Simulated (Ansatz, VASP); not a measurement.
# Two plane-wave programs on Ag

Contents of INCAR:

```
SYSTEM = Ag
PREC = Accurate
ENCUT = 520
EDIFF = 1E-6
ISMEAR = 0
SIGMA = 0.1
LREAL = .FALSE.
LASPH = .TRUE.
NELM = 100
ALGO = Fast
ISIF = 2
LWAVE = .FALSE.
LCHARG = .TRUE.
GGA = PS
LELF = .TRUE.
LVHAR = .TRUE.
NBANDS = 18
```

File KPOINTS:

```
Automatic mesh
0
G
  16 16 16
  0 0 0
```

POSCAR

```
Ag
1.0
    3.2251146552      0.0000000000      0.0000000000
    0.0000000000      3.2251146552      0.0000000000
    0.1451301595      0.0000000000      3.2251146552
Ag
2
Direct
    0.0000000000      0.0000000000      0.0000000000
    0.5000000000      0.5000000000      0.5000000000
```

Input for Ansatz:

```yaml
crystal:
  lattice:
    - [3.2251146552, 0.0, 0.0]
    - [0.0, 3.2251146552, 0.0]
    - [0.1451301595, 0.0, 3.2251146552]
  atoms:
    - { symbol: Ag, position: [0.0, 0.0, 0.0] }
    - { symbol: Ag, position: [0.5, 0.5, 0.5] }
basis:
  ecutwfc: 420
kpoints:
  mp_grid: { grid: [16, 16, 16] }
hamiltonian:
  xc: pbesol
scf:
  occupations: { method: gaussian, width: 0.1 }
output:
  forces: true
  stress: true
  eigenvalues: true
```

Change from the starting cell: shear of c along a, cell held, atoms relaxed: +4.5 %.

Alike in both runs: task single point; functional PBEsol; k mesh 16 × 16 × 16; occupations gaussian, width 0.1 eV; no spin polarisation.

```csv
,VASP,Ansatz
version,VASP 6.6.1,Ansatz 0.2.0
potentials or method,"VASP PAW PBE potentials, release 64 (Ag), cutoff 520 eV","scalar-relativistic, plane waves, PAW"
valence electrons in the cell,22,38
```

|  | VASP | Ansatz | Ansatz less VASP |
| --- | --- | --- | --- |
| gap on the k mesh at the Fermi level (eV) | none | none | - |
| pressure (GPa) | -0.1 | 0.2 | +0.29 |
| traceless stress, the component that is largest in VASP (GPa) | -2.94 | -2.97 | -0.022 |

VASP's potentials were made for PBE, not for PBEsol. A gap of «none» marks a metal or a gap that the smearing closes. VASP's potentials hold 22 valence electrons a cell and Ansatz's 38, so a difference there can come from the potentials and not from the codes.
